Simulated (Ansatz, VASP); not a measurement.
**WC in VASP and in Ansatz**

POSCAR

```
WC
1.0
    0.0000000000      2.2072055093      2.2072055093
    2.2072055093      0.0000000000      2.2072055093
    2.2072055093      2.2072055093      0.0000000000
W C
1 1
Direct
    0.0000000000      0.0000000000      0.0000000000
    0.5000000000      0.5000000000      0.5000000000
```

Contents of INCAR.step1:

```
PREC     = Accurate       # precision mode
ENCUT    = 520            # plane-wave cutoff, eV
ISMEAR   = -1             # smearing method
SIGMA    = 0.1            # smearing width, eV
LREAL    = False          # projectors in reciprocal space
LASPH    = True           # aspherical terms in the spheres
NELM     = 60             # most SCF steps
NBANDS   = 16             # bands
GGA      = PE             # functional
ALGO     = Normal         # electronic algorithm
EDIFF    = 1E-4           # SCF threshold, eV
LWAVE    = True           # write WAVECAR
LCHARG   = False          # write CHGCAR
```

INCAR.step2

```
PREC     = Accurate       # precision mode
ENCUT    = 520            # plane-wave cutoff, eV
EDIFF    = 1E-6           # SCF threshold, eV
ISMEAR   = -1             # smearing method
SIGMA    = 0.1            # smearing width, eV
LREAL    = False          # projectors in reciprocal space
LASPH    = True           # aspherical terms in the spheres
NELM     = 60             # most SCF steps
ALGO     = Normal         # electronic algorithm
ISIF     = 2              # what is computed and relaxed
LWAVE    = False          # write WAVECAR
LCHARG   = True           # write CHGCAR
METAGGA  = R2SCAN         # meta-GGA
LMIXTAU  = True         
LELF     = True           # ELF
LVHAR    = True         
NBANDS   = 16             # bands
ISTART   = 1
```

The input KPOINTS:

```
Automatic mesh
0
Gamma
  11 11 11
```

Input for Ansatz:

```yaml
crystal:
  lattice:
    - [0.0, 2.2072055092891065, 2.2072055092891065]
    - [2.2072055092891065, 0.0, 2.2072055092891065]
    - [2.2072055092891065, 2.2072055092891065, 0.0]
  atoms:
    - { symbol: W, position: [0.0, 0.0, 0.0] }
    - { symbol: C, position: [0.5, 0.5, 0.5] }
basis:
  ecutwfc: 517.016338673772
kpoints:
  mp_grid:
    grid: [11, 11, 11]
hamiltonian:
  xc: r2scan
scf:
  occupations:
    method: fermi_dirac
    width: 0.1
output:
  stress: true
```

Alike in both runs: task single point; functional r2SCAN; k mesh 11 × 11 × 11; occupations fermi-dirac, width 0.1 eV; no spin polarisation.

|  | VASP | Ansatz |
| --- | --- | --- |
| version | VASP 6.6.1 | Ansatz 0.2.0 |
| potentials or method | VASP PAW PBE potentials, release 64 (W_sv, C), cutoff 520 eV | plane waves, PAW |
| valence electrons in the cell | 18 | 18 |

```csv
,VASP,Ansatz,Ansatz less VASP
pressure (GPa),-10.3,-11.8,-1.47
```

VASP's potentials were made for PBE, not for r2SCAN.

Spin-orbit coupling is off throughout.
